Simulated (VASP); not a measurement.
Set up this calculation in VASP 6.6.1, as the native input.

- Task: single point
- Functional: LDA
- Potentials or basis: VASP PAW LDA potentials, release 64 (Ba_sv)
- Cutoff: 520 eV
- k mesh: 9 × 9 × 9
- Occupations: gaussian, width 1 eV
- Spin: no spin polarisation
- Dipole correction: no
- Further INCAR settings: ALGO = Normal; EDIFF = 1e-06; NBANDS = 11

The structure of Ba lies in POSCAR:

```
Ba
1.0
   -2.3789385306      2.3789385306      2.3789385306
    2.3789385306     -2.3789385306      2.3789385306
    2.3789385306      2.3789385306     -2.3789385306
Ba
1
Direct
    0.0000000000      0.0000000000      0.0000000000
```

These files were run (other wordings do the same):

INCAR

```
SYSTEM = Ba
ALGO = Normal ; EDIFF = 1E-6
ENCUT = 520 ; GGA = CA
ISIF = 2 ; ISMEAR = 0
LASPH = .TRUE. ; LCHARG = .TRUE.
LELF = .TRUE. ; LREAL = .FALSE.
LVHAR = .TRUE. ; LWAVE = .FALSE.
NBANDS = 11 ; NELM = 60
PREC = Accurate ; SIGMA = 1.0
```

KPOINTS

```
k-points
0
G
  9 9 9
  0 0 0
```

Potentials or basis: VASP PAW LDA potentials, release 64 (Ba_sv).

Command:

```bash
$ cat potpaw_LDA.64/Ba_sv/POTCAR > POTCAR
$ mpirun -np 1 vasp_std > vasp.out
```

Results of the run:

```
Pressure               : 0.6 GPa
Band gap on the k mesh : zero (band 5 reaches 2.59 eV, above the bottom of band 6 at 1.33 eV)
```

Caveat: spin-orbit coupling is left out, which moves the levels of the heavy elements.

It took 11 s on 1 thread of Intel(R) Xeon(R) Platinum 8259CL CPU @ 2.50GHz (Skylake/Cascade Lake), with other jobs on the host, peak memory 0.16 GiB.
